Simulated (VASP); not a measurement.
Input of a VASP 6.6.1 run:

The input INCAR:

```
SYSTEM = MgO
PREC = Accurate
ENCUT = 520
EDIFF = 1E-7
ISMEAR = 0
SIGMA = 0.1
LREAL = .FALSE.
LASPH = .TRUE.
NELM = 150
ALGO = Normal
ISIF = 2
LWAVE = .FALSE.
LCHARG = .FALSE.
ISPIN = 2
MAGMOM = 0 1
LORBIT = 11
GGA = PE
NBANDS = 15
```

File KPOINTS:

```
regular mesh
0
G
  8 8 4
  0 0 0
```

File POSCAR:

```
MgO
1.0
    4.6567175106      0.0000000000      0.0000000000
    0.0000000000      4.6567175106      0.0000000000
    0.0000000000      0.0000000000      3.6032364820
Mg O
1 1
Direct
    0.5000000000      0.5000000000      0.2708410516
    0.5000000000      0.5000000000      0.7708413084
```

Potentials or basis: VASP PAW PBE potentials, release 64 (Mg, O).

The run is started by

```sh
$ cat potpaw_PBE.64/Mg/POTCAR potpaw_PBE.64/O/POTCAR > POTCAR
$ mpirun -np 1 vasp_std > vasp.out
```

(1) Estimate the pressure.

(2) What does it give for the net moment?

(3) Predict the band gap on the k mesh.

## Answers

(1) 0.2 GPa.

(2) 0.00 μB per cell.

(3) 2.00 eV, indirect (least direct gap 2.21 eV).

Caveat: the k points lie up to 0.44 Å⁻¹ apart.
